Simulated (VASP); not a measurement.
# Cu12Si in VASP: single point with PBE+D3(BJ)

Aim: the single point of Cu12Si with PBE+D3(BJ).

Program: VASP 6.6.1. These are calculated values, not measurements. Logs are shortened: lines on timing, memory, paths and dates and some standing lists are left out, and cuts for length are marked.

### 1 The cell of the first run

The cell holds a slab with vacuum, 13 atoms: a = 5.038 Å, b = 5.038 Å, c = 21.121 Å, α = 90.00°, β = 90.00°, γ = 120.00°.

### 2 Single point, PBE+D3(BJ)

Contents of INCAR:

```
SYSTEM = Cu12Si
ALGO     = Normal         ! electronic algorithm
DIPOL    = 0.5 0.5 0.302
EDIFF    = 1E-7           ! SCF threshold, eV
ENCUT    = 520            ! plane-wave cutoff, eV
GGA      = PE             ! functional
IDIPOL   = 3            
ISIF     = 2              ! what is computed and relaxed
ISMEAR   = 0              ! smearing method
IVDW     = 12             ! dispersion correction
LASPH    = .TRUE.         ! aspherical terms in the spheres
LCHARG   = .FALSE.        ! write CHGCAR
LDIPOL   = .TRUE.       
LREAL    = .FALSE.        ! projectors in reciprocal space
LWAVE    = .FALSE.        ! write WAVECAR
NBANDS   = 80             ! bands
NELM     = 60             ! most SCF steps
PREC     = Accurate       ! precision mode
SIGMA    = 0.1            ! smearing width, eV
```

Contents of KPOINTS:

```
k-points
0
G
  6 6 1
  0 0 0
```

Contents of POSCAR:

```
Cu12Si
1.0
    5.0378287988      0.0000000000      0.0000000000
   -2.5189143994      4.3628877197      0.0000000000
    0.0000000000      0.0000000000     21.1210738952
Cu Si
12 1
Direct
    0.3333333333      0.1666666667      0.1893843097
    0.3333333333      0.6666666667      0.1893843097
    0.8333333333      0.1666666667      0.1893843097
    0.8333333333      0.6666666667      0.1893843097
    0.1666666667      0.3333333333      0.2869418959
    0.1666666667      0.8333333333      0.2869418959
    0.6666666667      0.3333333333      0.2869418959
    0.6666666667      0.8333333333      0.2869418959
    0.0000000000      0.0000000000      0.3845009934
    0.0000000000      0.5000000000      0.3845009934
    0.5000000000      0.0000000000      0.3845009934
    0.5000000000      0.5000000000      0.3845009934
    0.0000000000      0.0000000000      0.4886623638
```

Potentials or basis: VASP PAW PBE potentials, release 64 (Cu, Si).

Launch:

```
$ cat potpaw_PBE.64/Cu/POTCAR potpaw_PBE.64/Si/POTCAR > POTCAR
$ mpirun -np 1 vasp_std > vasp.out
```

OUTCAR:

```text
SYSTEM = Cu12Si
   EDIFF = 1E-7
   ENCUT = 520
   GGA = PE
   ISIF = 2
   ISMEAR = 0
   IVDW = 12
   LASPH = .TRUE.
   LREAL = .FALSE.
   NELM = 60
   PREC = Accurate
 IVDW          = 12

 ion  position               nearest neighbor table
   1  0.333  0.167  0.189-   3 2.52   3 2.52   4 2.52   2 2.52   2 2.52   4 2.52   5 2.52   7 2.52
                             6 2.52
   2  0.333  0.667  0.189-   4 2.52   4 2.52   1 2.52   1 2.52   3 2.52   3 2.52   6 2.52   8 2.52
                             5 2.52
   3  0.833  0.167  0.189-   1 2.52   1 2.52   4 2.52   4 2.52   2 2.52   2 2.52   7 2.52   5 2.52
                             8 2.52
   4  0.833  0.667  0.189-   2 2.52   2 2.52   3 2.52   3 2.52   1 2.52   1 2.52   8 2.52   6 2.52
                             7 2.52
   5  0.167  0.333  0.287-   7 2.52   7 2.52   8 2.52   6 2.52   6 2.52   8 2.52   1 2.52   3 2.52
                             2 2.52  12 2.52   9 2.52  10 2.52
   6  0.167  0.833  0.287-   8 2.52   8 2.52   5 2.52   5 2.52   7 2.52   7 2.52   2 2.52   4 2.52
                             1 2.52  11 2.52  10 2.52   9 2.52
   7  0.667  0.333  0.287-   5 2.52   5 2.52   8 2.52   8 2.52   6 2.52   6 2.52   3 2.52   1 2.52
                             4 2.52  10 2.52  11 2.52  12 2.52
   8  0.667  0.833  0.287-   6 2.52   6 2.52   7 2.52   7 2.52   5 2.52   5 2.52   4 2.52   2 2.52
                             3 2.52   9 2.52  12 2.52  11 2.52
   9  0.000  0.000  0.385-  13 2.20  11 2.52  11 2.52  10 2.52  10 2.52  12 2.52  12 2.52   8 2.52
                             5 2.52   6 2.52
  10  0.000  0.500  0.385-  12 2.52  12 2.52   9 2.52   9 2.52  11 2.52  11 2.52   7 2.52   6 2.52
                             5 2.52
  11  0.500  0.000  0.385-   9 2.52   9 2.52  12 2.52  12 2.52  10 2.52  10 2.52   6 2.52   7 2.52
                             8 2.52
  12  0.500  0.500  0.385-  10 2.52  10 2.52  11 2.52  11 2.52   9 2.52   9 2.52   5 2.52   8 2.52
                             7 2.52
  13  0.000  0.000  0.489-   9 2.20

  LATTYP: Found a hexagonal cell.
 ALAT       =     5.0378287988
 C/A-ratio  =     4.1924953663

  Lattice vectors:

 A1 = (   5.0378287988,   0.0000000000,   0.0000000000)
 A2 = (  -2.5189143994,   4.3628877197,   0.0000000000)
 A3 = (   0.0000000000,   0.0000000000,  21.1210738952)

Analysis of symmetry for initial positions (statically):
=====================================================================
 Subroutine PRICEL returns:
 Original cell was already a primitive cell.

 Routine SETGRP: Setting up the symmetry group for a
 hexagonal supercell.

 Subroutine GETGRP returns: Found  6 space group operations
 (whereof  6 operations were pure point group operations)
 out of a pool of 24 trial point group operations.

The static configuration has the point symmetry C_3v.

Analysis of symmetry for dynamics (positions and initial velocities):
=====================================================================
 Subroutine PRICEL returns:
 Original cell was already a primitive cell.

 Routine SETGRP: Setting up the symmetry group for a
 hexagonal supercell.

 Subroutine GETGRP returns: Found  6 space group operations
 (whereof  6 operations were pure point group operations)
 out of a pool of 24 trial point group operations.

The dynamic configuration has the point symmetry C_3v.

 Subroutine INISYM returns: Found  6 space group operations
 (whereof  6 operations are pure point group operations),
 and found     1 'primitive' translations

----------------------------------------------------------------------------------------

                                     Primitive cell

  volume of cell :     464.2303

  direct lattice vectors                    reciprocal lattice vectors
     5.037828799  0.000000000  0.000000000     0.198498210  0.114602995  0.000000000
    -2.518914399  4.362887720  0.000000000     0.000000000  0.229205990  0.000000000
     0.000000000  0.000000000 21.121073895     0.000000000  0.000000000  0.047346077

  length of vectors
     5.037828799  5.037828799 21.121073895     0.229205990  0.229205990  0.047346077

  position of ions in fractional coordinates (direct lattice)
     0.333333333  0.166666667  0.189384310
     0.333333333  0.666666667  0.189384310
     0.833333333  0.166666667  0.189384310
[... 44 lines left out ...]

  Shift w.r.t. Gamma in fractional coordinates (k-lattice)
     0.000000000  0.000000000  0.000000000

 Subroutine IBZKPT returns following result:
 ===========================================

 Found      7 irreducible k-points:

 Following reciprocal coordinates:
            Coordinates               Weight
  0.000000  0.000000  0.000000      1.000000
  0.166667  0.000000  0.000000      6.000000
  0.333333  0.000000  0.000000      6.000000
  0.500000 -0.000000  0.000000      3.000000
  0.166667  0.166667  0.000000      6.000000
  0.333333  0.166667  0.000000     12.000000
  0.333333  0.333333  0.000000      2.000000
   k-points           NKPTS =      7   k-points in BZ     NKDIM =      7   number of bands    NBANDS=     80
   number of dos      NEDOS =    301   number of ions     NIONS =     13
   total plane-waves  NPLWV = 256000
   dimension x,y,z NGX =    40 NGY =   40 NGZ =  160
   dimension x,y,z NGXF=    80 NGYF=   80 NGZF=  320
   ions per type =              12   1
   NGX,Y,Z   is equivalent  to a cutoff of  13.20, 13.20, 12.59 a.u.
   NGXF,Y,Z  is equivalent  to a cutoff of  26.40, 26.40, 25.19 a.u.
 SYSTEM =  Cu12Si
   PREC   = accura    normal or accurate (medium, high low for compatibility)
   ISTART =      0    job   : 0-new  1-cont  2-samecut
   ICHARG =      2    charge: 1-file 2-atom 10-const
   ISPIN  =      1    spin polarized calculation?
   LNONCOLLINEAR =      F non collinear calculations
   LSORBIT =      F    spin-orbit coupling
   LASPH  =      T    aspherical Exc in radial PAW
   ENCUT  =  520.0 eV  38.22 Ry    6.18 a.u.   9.37  9.37 39.27*2*pi/ulx,y,z
   NELM   =     60;   NELMIN=  2; NELMDL= -5     # of ELM steps
   EDIFF  = 0.1E-06   stopping-criterion for ELM
   LREAL  =      F    real-space projection
   EDIFFG = 0.1E-05   stopping-criterion for IOM
   NSW    =      0    number of steps for IOM
   IBRION =     -1    ionic relax: 0-MD 1-quasi-New 2-CG
   NFREE  =      0    steps in history (QN), initial steepest desc. (CG)
   ISIF   =      2    stress and relaxation
   ISYM   =      2    0-nonsym 1-usesym 2-fastsym
   POTIM  = 0.5000    time-step for ionic-motion
   TEBEG  =    0.0;   TEEND  =   0.0 temperature during run
   PSTRESS=    0.0 pullay stress
   NELECT =     136.0000    total number of electrons
   NUPDOWN=      -1.0000    fix difference up-down
   EMIN   =  10.00;   EMAX   =-10.00  energy-range for DOS
   EFERMI =   0.00;   METHOD = LEGACY
   ISMEAR =     0;   SIGMA  =   0.10  broadening in eV -4-tet -1-fermi 0-gaus
   EFERMI_NEDOS =   21; number of points for ismear=-14 and -15
   IALGO  =     38    algorithm
   IMIX   =      4    mixing-type and parameters
     AMIX     =   0.40;   BMIX     =  1.00
     AMIX_MAG =   1.60;   BMIX_MAG =  1.00
  volume/ion in A,a.u.               =      35.71       240.98
  Fermi-wavevector in a.u.,A,eV,Ry     =   1.087285  2.054670 16.084648  1.182188
  Thomas-Fermi vector in A             =   2.223441
   LORBIT       =      0    0 simple, 1 ext, 2 COOP (PROOUT), +10 PAW based schemes
   GGA     = PE    functional components
   LHFCALC =     F    Hartree Fock is set to
   AEXX    =    0.0000 exact exchange contribution
   IVDW    =    12    specifies the selected vdW correction
   LEPSILON=     F    determine dielectric tensor
   LRPA    =     F    only Hartree local field effects (RPA)
 non-spin polarized calculation
 Gauss-broadening in eV      SIGMA  =   0.10
  energy-cutoff  :      520.00
  volume of cell :      464.23
 maximum number of plane-waves:     12559
 NGX is ok and might be reduce to    40
   NGX = 19   NGY = 19   NGZ = 79

 dipolmoment           0.000000      0.000000      0.015170 electrons x Angstroem

 number of electron     136.0000037 magnetization

 dipolmoment           0.000000      0.000000     -0.023921 electrons x Angstroem

 Free energy of the ion-electron system (eV)
  ---------------------------------------------------
  ext. energy  EPLUGINS =         0.00000000
  ---------------------------------------------------
  free energy    TOTEN  =       -44.98245025 eV

  energy without entropy =      -44.93247148  energy(sigma->0) =      -44.95746086

 E-fermi :  -0.4011     XC(G=0):  -5.2318

 val. band max:       -0.4069426768   @ k =   0.3333   0.3333   0.0000
 cond. band min:      -0.3907281994   @ k =   0.0000   0.0000   0.0000
 fundamental gap:      0.0162144774
 Fermi energy:        -0.4010680301

 k-point     1 :       0.0000    0.0000    0.0000
  band No.  band energies     occupation
      1      -9.3863      2.00000
      2      -8.0903      2.00000
      3      -6.7297      2.00000
      4      -5.6925      2.00000
      5      -5.3398      2.00000
      6      -5.3398      2.00000
[... 570 lines left out ...]
     79       4.3929      0.00000
     80       5.0826      0.00000

------------------------ aborting loop because EDIFF is reached ----------------------------------------

 vacuum level on the upper side and lower side of the slab       (xc-potential included)        -0.212         0.015

 Edisp (eV)   -5.29934

 E8    (eV) :    -2.3663

  FORCE on cell =-STRESS in cart. coord.  units (eV):
  Direction    XX          YY          ZZ          XY          YZ          ZX
  --------------------------------------------------------------------------------------
  -------------------------------------------------------------------------------------
  Total      -3.50219    -3.50219    -1.98037     0.00000     0.00000     0.00000
  in kB     -12.08697   -12.08697    -6.83475     0.00000     0.00000     0.00000
  external pressure =      -10.34 kB  Pullay stress =        0.00 kB

 VOLUME and BASIS-vectors are now :
 -----------------------------------------------------------------------------
  energy-cutoff  :      520.00
  volume of cell :      464.23
      direct lattice vectors                 reciprocal lattice vectors
     5.037828799  0.000000000  0.000000000     0.198498210  0.114602995  0.000000000
    -2.518914399  4.362887720  0.000000000     0.000000000  0.229205990  0.000000000
     0.000000000  0.000000000 21.121073895     0.000000000  0.000000000  0.047346077

 POSITION                                       TOTAL-FORCE (eV/Angst)
 -----------------------------------------------------------------------------------
      1.25946      0.72715      4.00000        -0.007652     -0.004418     -0.030409
     -0.00000      2.90859      4.00000        -0.000000      0.000000     -0.021118
      3.77837      0.72715      4.00000         0.007652     -0.004418     -0.030409
      2.51891      2.90859      4.00000        -0.000000      0.008836     -0.030409
      0.00000      1.45430      6.06052        -0.000000      0.055239     -0.026871
     -1.25946      3.63574      6.06052         0.047839     -0.027620     -0.026871
      2.51891      1.45430      6.06052        -0.000000      0.000000      0.015269
      1.25946      3.63574      6.06052        -0.047839     -0.027620     -0.026871
      0.00000      0.00000      8.12107        -0.000000      0.000000     -0.179487
     -1.25946      2.18144      8.12107         0.024226      0.013987      0.491785
      2.51891      0.00000      8.12107        -0.000000     -0.027973      0.491785
      1.25946      2.18144      8.12107        -0.024226      0.013987      0.491785
      0.00000      0.00000     10.32107        -0.000000      0.000000     -1.118179
 -----------------------------------------------------------------------------------
    total drift:                               -0.000000     -0.000003      0.002202

  FREE ENERGIE OF THE ION-ELECTRON SYSTEM (eV)
  ---------------------------------------------------
  free  energy   TOTEN  =       -50.2817860504 eV

  energy  without entropy=      -50.2318072772  energy(sigma->0) =      -50.25679666

 vacuum level on the upper side and lower side of the slab         4.027         4.261
```

Wall time 11 min (1 thread of Intel Xeon Platinum 8375C at 2.90GHz (Ice Lake), shared host); peak memory 0.61 GiB.

What came out:

```
Free energy                : -50.2818 eV
Largest force              : 1.118 eV/Å
Band gap on the k mesh     : zero (bands 68 and 69 overlap by 0.02 eV)
Dispersion energy per atom : -0.408 eV
```

Forces in eV/Å, atoms in the order of the input:
```
Cu  -0.008 -0.004 -0.030
Cu   0.000  0.000 -0.021
Cu   0.008 -0.004 -0.030
Cu   0.000  0.009 -0.030
Cu   0.000  0.055 -0.027
Cu   0.048 -0.028 -0.027
Cu   0.000  0.000  0.015
Cu  -0.048 -0.028 -0.027
Cu   0.000  0.000 -0.179
Cu   0.024  0.014  0.492
Cu   0.000 -0.028  0.492
Cu  -0.024  0.014  0.492
Si   0.000  0.000 -1.118
```

Levels at points of the mesh, in eV from the Fermi level:
```tsv
k point	band 64	band 65	band 66	band 67	band 68	band 69	band 70	band 71	band 72	band 73
(0.00, 0.00, 0.00)	-1.23	-0.40	-0.40	-0.40	0.01	0.63	0.63	1.23	1.46	1.46
(0.50, 0.00, 0.00)	-1.54	-1.51	-0.46	-0.22	-0.11	0.02	0.47	0.98	1.30	1.86
```
